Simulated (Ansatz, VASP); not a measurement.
## One calculation of Sb, two programs

Contents of INCAR:

```
PREC     = Accurate       # precision mode
ENCUT    = 500            # plane-wave cutoff, eV
EDIFF    = 1E-6           # SCF threshold, eV
ISMEAR   = -1             # smearing method
SIGMA    = 0.05           # smearing width, eV
LREAL    = F              # projectors in reciprocal space
LASPH    = T              # aspherical terms in the spheres
NELM     = 120            # most SCF steps
ALGO     = Normal         # electronic algorithm
ISIF     = 2              # what is computed and relaxed
LWAVE    = F              # write WAVECAR
LCHARG   = T              # write CHGCAR
GGA      = PS             # functional
LELF     = T              # ELF
LVHAR    = T            
NBANDS   = 12             # bands
GGA_COMPAT= F
```

KPOINTS

```
regular mesh
0
Gamma
  9 9 9
```

Contents of POSCAR:

```
Sb
1.0
    2.1648431334      1.2498727658      3.7687954246
   -2.1648431334      1.2498727658      3.7687954246
    0.0000000000     -2.4997455315      3.7687954246
Sb
2
Direct
    0.2336400000      0.2336400000      0.2336400000
    0.7663600000      0.7663600000      0.7663600000
```

Input for Ansatz:

```yaml
crystal:
  lattice:
    - [2.1648431334, 1.2498727658, 3.7687954246]
    - [-2.1648431334, 1.2498727658, 3.7687954246]
    - [0.0, -2.4997455315, 3.7687954246]
  atoms:
    - { symbol: Sb, position: [0.23364, 0.23364, 0.23364] }
    - { symbol: Sb, position: [0.76636, 0.76636, 0.76636] }
kpoints:
  mp_grid: { grid: [9, 9, 9] }
  band_path:
    path:
      - [0.0, 0.0, 0.0]
      - [0.5, 0.5, 0.5]
      - [0.7600111779, 0.2399888221, 0.5]
      - [0.5, -0.2399888221, 0.2399888221]
      - [0.5, 0.0, 0.0]
      - [0.0, 0.0, 0.0]
      - [0.369994411, -0.369994411, 0.0]
      - [0.630005589, 0.0, 0.369994411]
      - [0.5, 0.0, 0.5]
    npoints: 5
scf:
  occupations: { method: fermi_dirac, width: 0.05 }
hamiltonian:
  xc: pbesol
  pseudopotentials: { kind: all_electron, lapw: { basis_error: 0.0005 } }
output:
  forces: true
  stress: true
  eigenvalues: true
```

Change from the starting cell: volume scaled by 1.02.

Alike in both runs: task single point; functional PBEsol; k mesh 9 × 9 × 9; occupations fermi-dirac, width 0.05 eV; no spin polarisation.

```csv
,VASP,Ansatz
version,VASP 6.6.1,Ansatz 0.2.0
potentials or method,"VASP PAW PBE potentials, release 64 (Sb), cutoff 500 eV","all-electron LAPW, scalar-relativistic"
```

```csv
,VASP,Ansatz,Ansatz less VASP
pressure (GPa),-0.5,-0.7,-0.16
"traceless stress, the component that is largest in VASP (GPa)",-0.23,-0.19,+0.046
rms of the force components (eV/Å),0.055,0.025,-0.0297
```

VASP's potentials were made for PBE, not for PBEsol. Atom by atom the forces differ by 0.030 eV/Å (rms over components). Ansatz ran all-electron here, and VASP with PAW potentials.

Neither program's run includes spin-orbit coupling.
